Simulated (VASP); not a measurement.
A run of VASP 6.6.1:

Contents of INCAR:

```
SYSTEM = Pd
PREC = Accurate ; ENCUT = 600
EDIFF = 1E-7 ; ISMEAR = -1
SIGMA = 0.05 ; LREAL = .FALSE.
LASPH = .TRUE. ; NELM = 60
ALGO = Normal ; ISIF = 3
LWAVE = .FALSE. ; LCHARG = .FALSE.
GGA = RP ; IVDW = 12
IBRION = 2 ; NSW = 80
EDIFFG = -0.02
```

Contents of KPOINTS:

```
regular mesh
0
G
  12 12 12
  0 0 0
```

File POSCAR:

```
Pd
1.0
    0.0000000000      1.9465000000      1.9465000000
    1.9465000000      0.0000000000      1.9465000000
    1.9465000000      1.9465000000      0.0000000000
Pd
1
Direct
    0.0000000000      0.0000000000      0.0000000000
```

Potentials or basis: VASP PAW PBE potentials, release 64 (Pd).

Command:

```console
$ cat potpaw_PBE.64/Pd/POTCAR > POTCAR
$ mpirun -np 1 vasp_std > vasp.out
```

Hardware: 1 thread of Intel Xeon 8259CL, on a shared host.

Question: Estimate the wall time of this run.

Answer: It took 63 s on 1 thread of Intel Xeon 8259CL (shared host), peak memory 0.17 GiB. Counts: scf iterations 45, k points 72, ion steps 5.
